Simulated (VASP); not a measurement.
## Mg3CdS4: single point with LDA

Mg3CdS4:

```
CELL_PARAMETERS angstrom
4.07694 0.00000 0.00000
0.00000 4.07694 0.00000
0.00000 0.00000 11.45996
ATOMIC_POSITIONS crystal
Mg 0.00000 0.00000 0.74442
Mg 0.00000 0.00000 0.25558
Mg 0.50000 0.50000 0.50000
Cd 0.50000 0.50000 0.00000
S 0.50000 0.00000 0.13453
S 0.00000 0.50000 0.37780
S 0.50000 0.00000 0.62220
S 0.00000 0.50000 0.86547
```

| Quantity | Value |
| --- | --- |
| Program | VASP 6.6.1 |
| Task | single point |
| Functional | LDA |
| Potentials or basis | VASP PAW LDA potentials, release 64 (Mg, Cd, S) |
| Cutoff | 520 eV |
| k mesh | 6 × 6 × 2 |
| Occupations | gaussian, width 0.02 eV |
| Spin | no spin polarisation |
| Dipole correction | no |
| Further INCAR settings | ALGO = Normal; EDIFF = 1e-06; NBANDS = 31 |

```json
{
 "Pressure": "-3.8 GPa",
 "Largest force": "0.157 eV/Å",
 "Band gap on the k mesh": "2.29 eV"
}
```

Forces on the atoms (eV/Å):
```
Mg   0.000  0.000  0.041
Mg   0.000  0.000 -0.041
Mg   0.000  0.000  0.000
Cd   0.000  0.000  0.000
S    0.000  0.000 -0.157
S    0.000  0.000  0.005
S    0.000  0.000 -0.005
S    0.000  0.000  0.157
```

Stress tensor (GPa, compression positive):
```
-3.71  0.00  0.00
 0.00 -3.71  0.00
 0.00  0.00 -3.85
```

Levels at points of the mesh, in eV from the valence-band top:
| k point | band 18 | band 19 | band 20 | band 21 | band 22 | band 23 | band 24 | band 25 |
| --- | --- | --- | --- | --- | --- | --- | --- | --- |
| (0.00, 0.00, 0.00) | -0.73 | -0.13 | 0.00 | 0.00 | 2.29 | 3.56 | 4.45 | 4.48 |
| (0.50, 0.00, 0.00) | -0.64 | -0.56 | -0.46 | -0.22 | 3.64 | 4.42 | 5.46 | 5.68 |
| (0.50, 0.50, 0.00) | -1.34 | -1.30 | -1.30 | -1.30 | 3.49 | 3.49 | 4.34 | 5.28 |
| (0.00, 0.00, 0.50) | -0.51 | -0.51 | -0.08 | -0.08 | 2.98 | 3.56 | 3.83 | 4.13 |
| (0.50, 0.00, 0.50) | -0.70 | -0.70 | -0.64 | -0.22 | 3.89 | 4.93 | 5.01 | 5.04 |
| (0.50, 0.50, 0.50) | -1.53 | -1.46 | -1.45 | -1.45 | 4.08 | 4.08 | 4.33 | 4.33 |

Wall time 2.2 min on 1 thread of Intel(R) Xeon(R) Platinum 8488C (Sapphire Rapids), on a shared host, peak memory 0.29 GiB.

Caveat: the cell stands under tension.
